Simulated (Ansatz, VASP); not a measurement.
**TaN in VASP and in Ansatz**

```
CELL_PARAMETERS angstrom
0.00000 2.17606 2.17606
2.17606 0.00000 2.17606
2.17606 2.17606 0.00000
ATOMIC_POSITIONS crystal
Ta 0.50000 0.50000 0.50000
N 0.00000 0.00000 0.00000
```

Alike in both runs: task single point; functional r2SCAN; k mesh 16 × 16 × 16; occupations gaussian, width 0.1 eV; no spin polarisation.

```csv
,VASP,Ansatz
version,VASP 6.6.1,Ansatz 0.2.0
potentials or method,"VASP PAW PBE potentials, release 64 (Ta_pv, N), cutoff 520 eV","scalar-relativistic, plane waves, PAW"
valence electrons in the cell,16,18
```

```csv
,VASP,Ansatz,Ansatz less VASP
gap on the k mesh at the Fermi level (eV),none,none,-
pressure (GPa),13.6,11.4,-2.18
```

VASP's potentials were made for PBE, not for r2SCAN. A gap of «none» marks a metal or a gap that the smearing closes. The functional is the same, so the differences come from potentials, cutoffs and numerics. VASP's potentials hold 16 valence electrons a cell and Ansatz's 18, so a difference there can come from the potentials and not from the codes.

Neither program's run includes spin-orbit coupling.
